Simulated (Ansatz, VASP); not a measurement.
**Two plane-wave programs on Pt**

Contents of INCAR:

```
  PREC = Accurate
  ENCUT = 520
  EDIFF = 1E-6
  ISMEAR = 0
  SIGMA = 0.15
  LREAL = F
  LASPH = T
  NELM = 100
  ALGO = Fast
  ISIF = 2
  LWAVE = F
  LCHARG = F
  NBANDS = 11
```

KPOINTS

```
regular mesh
0
Gamma
  22 22 22
```

Contents of POSCAR:

```
Pt
1.0
    0.0000000000      2.0263074087      1.9049315949
    2.0263074087      0.0000000000      1.9049315949
    2.0263074087      2.0263074087      0.0000000000
Pt
1
Direct
    0.0000000000      0.0000000000      0.0000000000
```

Input for Ansatz:

```yaml
crystal:
  lattice:
    - [0.0, 2.0263074087, 1.9049315949]
    - [2.0263074087, 0.0, 1.9049315949]
    - [2.0263074087, 2.0263074087, 0.0]
  atoms:
    - { symbol: Pt, position: [0.0, 0.0, 0.0] }
basis:
  ecutwfc: 420
kpoints:
  mp_grid: { grid: [22, 22, 22] }
hamiltonian:
  xc: lda
scf:
  occupations: { method: gaussian, width: 0.15 }
output:
  forces: true
  stress: true
  eigenvalues: true
  write_density: true
  write_potential: true
  elf: true
  volumetric_format: npy
```

Alike in both runs: task single point; functional LDA; k mesh 22 × 22 × 22; occupations gaussian, width 0.15 eV; no spin polarisation.

|  | VASP | Ansatz |
| --- | --- | --- |
| version | VASP 6.6.1 | Ansatz 0.2.0 |
| potentials or method | VASP PAW LDA potentials, release 64 (Pt), cutoff 520 eV | scalar-relativistic, plane waves, PAW |
| valence electrons in the cell | 10 | 18 |

```csv
,VASP,Ansatz,Ansatz less VASP
gap on the k mesh at the Fermi level (eV),none,none,-
pressure (GPa),-14.3,-14.9,-0.58
"traceless stress, the component that is largest in VASP (GPa)",2.76,2.74,-0.023
```

LDA's correlation is that of Perdew and Zunger in VASP and of Perdew and Wang (1992) in Ansatz. A gap of «none» marks a metal or a gap that the smearing closes. VASP's potentials hold 10 valence electrons a cell and Ansatz's 18, so a difference there can come from the potentials and not from the codes.

Neither program's run includes spin-orbit coupling.
